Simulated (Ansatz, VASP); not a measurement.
## Cl in VASP and in Ansatz

```
Cl
1.0
    -2.25349    2.25349    1.35614
     2.25349   -2.25349    1.35614
     2.25349    2.25349   -1.35614
Cl
2
Direct
  0.62500 0.87500 0.75000
  0.37500 0.12500 0.25000
```

Change from the starting cell: volume scaled by 0.55, LAPW.

Alike in both runs: task single point; functional PBE; k mesh 16 × 16 × 16; occupations fermi-dirac, width 0.08 eV; no spin polarisation.

|  | VASP | Ansatz |
| --- | --- | --- |
| version | VASP 6.6.1 | Ansatz 0.2.0 |
| potentials or method | VASP PAW PBE potentials, release 64 (Cl), cutoff 520 eV | all-electron LAPW, scalar-relativistic |

|  | VASP | Ansatz | Ansatz less VASP |
| --- | --- | --- | --- |
| pressure (GPa) | 57.6 | 58.1 | +0.45 |
| traceless stress, the component that is largest in VASP (GPa) | 0.33 | 0.22 | -0.111 |

Both programs put the cell under a high pressure, so it lies far from rest at this level. Ansatz ran all-electron here, and VASP with PAW potentials.
